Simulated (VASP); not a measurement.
Wanted: the native input for a VASP 6.6.1 run.

| Property | Result |
| --- | --- |
| Task | single point |
| Functional | PBE |
| Potentials or basis | VASP PAW PBE potentials, release 64 (C) |
| Cutoff | 520 eV |
| k mesh | 12 × 12 × 12 |
| Occupations | gaussian, width 0.02 eV |
| Spin | no spin polarisation |
| Dipole correction | no |
| Further INCAR settings | ALGO = Normal; EDIFF = 1e-07; NBANDS = 11 |

The structure of C lies in POSCAR:

```
C
1.0
    0.0000000000      1.7492830295      1.7492830295
    1.7492830295      0.0000000000      1.7492830295
    1.7492830295      1.7492830295      0.0000000000
C
2
Direct
    0.0000000000      0.0000000000      0.0000000000
    0.2500000000      0.2500000000      0.2500000000
```

This cell differs from its parent crystal: volume scaled by 0.94.

The input as run:

INCAR

```
  ALGO = Normal
  EDIFF = 1E-7
  ENCUT = 520
  GGA = PE
  ISIF = 2
  ISMEAR = 0
  LASPH = True
  LCHARG = False
  LREAL = False
  LWAVE = False
  NBANDS = 11
  NELM = 80
  PREC = Accurate
  SIGMA = 0.02
```

KPOINTS

```
k-points
0
Gamma
  12 12 12
```

Potentials or basis: VASP PAW PBE potentials, release 64 (C).

Command:

```sh
$ cat potpaw_PBE.64/C/POTCAR > POTCAR
$ mpirun -np 1 vasp_std > vasp.out
```

Results of the run:

```json
{"Pressure": "31.0 GPa", "Band gap on the k mesh": "4.29 eV, indirect (least direct gap 5.75 eV)"}
```

Run time: 3.3 s on 1 thread of Intel(R) Xeon(R) 6975P-C (Granite Rapids) (shared host), peak memory 0.11 GiB.
